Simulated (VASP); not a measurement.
A run of VASP 6.6.1 is set up as follows.

Contents of INCAR:

```
ALGO = Fast
EDIFF = 1E-7
ENCUT = 520
GGA = PE
ISIF = 2
ISMEAR = 0
LASPH = True
LCHARG = False
LREAL = False
LWAVE = False
NBANDS = 24
NELM = 60
PREC = Accurate
SIGMA = 0.1
```

Contents of KPOINTS:

```
k-points
0
Gamma
  12 12 8
```

POSCAR

```
Al3GaIr
1.0
    4.3286715483      0.0000000000      0.0000000000
   -2.1643357742      3.7487395255      0.0000000000
    0.0000000000      0.0000000000      5.1459854782
Al Ga Ir
3 1 1
Direct
    0.0000000000      0.0000000000      0.9044604996
    0.3333333333      0.6666666667      0.3864381503
    0.6666666667      0.3333333333      0.6590999055
    0.6666666667      0.3333333333      0.1713713451
    0.3333333333      0.6666666667      0.8786300996
```

Potentials or basis: VASP PAW PBE potentials, release 64 (Al, Ga_d, Ir).

The run is started by

```sh
$ cat potpaw_PBE.64/Al/POTCAR potpaw_PBE.64/Ga_d/POTCAR potpaw_PBE.64/Ir/POTCAR > POTCAR
$ mpirun -np 1 vasp_std > vasp.out
```

(1) Predict the pressure.

(2) Estimate the largest force.

Answers

(1) 0.0 GPa.

(2) 0.009 eV/Å.
